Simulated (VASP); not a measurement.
Write the native input for VASP 6.6.1 that does the following.

```
Task                               : single point
Functional                         : PBE0
Potentials or basis                : VASP PAW PBE potentials, release 64 (Te, Sn_d)
Cutoff                             : 520 eV
k mesh                             : 4 × 4 × 4
Occupations                        : fermi-dirac, width 0.05 eV
Spin                               : no spin polarisation
Dipole correction                  : no
Grid for exact exchange (PRECFOCK) : Normal
Further INCAR settings             : ALGO = Normal; EDIFF = 1e-07; NBANDS = 17
Share of exact exchange            : 0.25
```

SnTe:

```xyz
2
Lattice="0.0000 3.6111 3.6111 3.6111 0.0000 3.6111 3.6111 3.6111 0.0000" Properties=species:S:1:pos:R:3 pbc="T T T"
Te    1.8056    1.8056    1.8056
Sn    0.0000    0.0000    0.0000
```

One way to write it, as run:

POSCAR

```
SnTe
1.0
    0.0000000000      3.6111460000      3.6111460000
    3.6111460000      0.0000000000      3.6111460000
    3.6111460000      3.6111460000      0.0000000000
Te Sn
1 1
Direct
    0.2500000000      0.2500000000      0.2500000000
    0.0000000000      0.0000000000      0.0000000000
```

INCAR.step1

```
SYSTEM = SnTe
PREC     = Accurate       ! precision mode
ENCUT    = 520            ! plane-wave cutoff, eV
EDIFF    = 1E-5           ! SCF threshold, eV
ISMEAR   = -1             ! smearing method
SIGMA    = 0.05           ! smearing width, eV
LREAL    = .False.        ! projectors in reciprocal space
LASPH    = .True.         ! aspherical terms in the spheres
NELM     = 60             ! most SCF steps
ALGO     = Normal         ! electronic algorithm
ISIF     = 2              ! what is computed and relaxed
LWAVE    = .True.         ! write WAVECAR
LCHARG   = .False.        ! write CHGCAR
NBANDS   = 17             ! bands
GGA      = PE             ! functional
```

INCAR.step2

```
SYSTEM = SnTe
PREC     = Accurate       ! precision mode
ENCUT    = 520            ! plane-wave cutoff, eV
EDIFF    = 1E-7           ! SCF threshold, eV
ISMEAR   = -1             ! smearing method
SIGMA    = 0.05           ! smearing width, eV
LREAL    = .False.        ! projectors in reciprocal space
LASPH    = .True.         ! aspherical terms in the spheres
NELM     = 60             ! most SCF steps
ALGO     = Normal         ! electronic algorithm
ISIF     = 2              ! what is computed and relaxed
LWAVE    = .False.        ! write WAVECAR
LCHARG   = .False.        ! write CHGCAR
GGA      = PE             ! functional
LHFCALC  = .True.         ! exact exchange
AEXX     = 0.25           ! exact-exchange fraction
PRECFOCK = Normal       
NBANDS   = 17             ! bands
ISTART   = 1
```

KPOINTS

```
regular mesh
0
Gamma
  4 4 4
  0 0 0
```

Potentials or basis: VASP PAW PBE potentials, release 64 (Te, Sn_d).

Launch:

```bash
$ cat potpaw_PBE.64/Te/POTCAR potpaw_PBE.64/Sn_d/POTCAR > POTCAR
$ cp INCAR.step1 INCAR
$ mpirun -np 1 vasp_std > vasp.out
$ cp INCAR.step2 INCAR
$ mpirun -np 1 vasp_std > vasp.out
```

Results of the run:

```
Pressure               : -0.8 GPa
Band gap on the k mesh : 0.99 eV (least direct gap 1.80 eV)
```

Caveat: the PAW data sets were made with another functional, which shifts forces and pressure a little; spin-orbit coupling is left out, which moves the levels of the heavy elements.

Run time: 19 min on 1 thread of Intel(R) Xeon(R) Platinum 8488C (Sapphire Rapids) (shared host), peak memory 0.26 GiB.
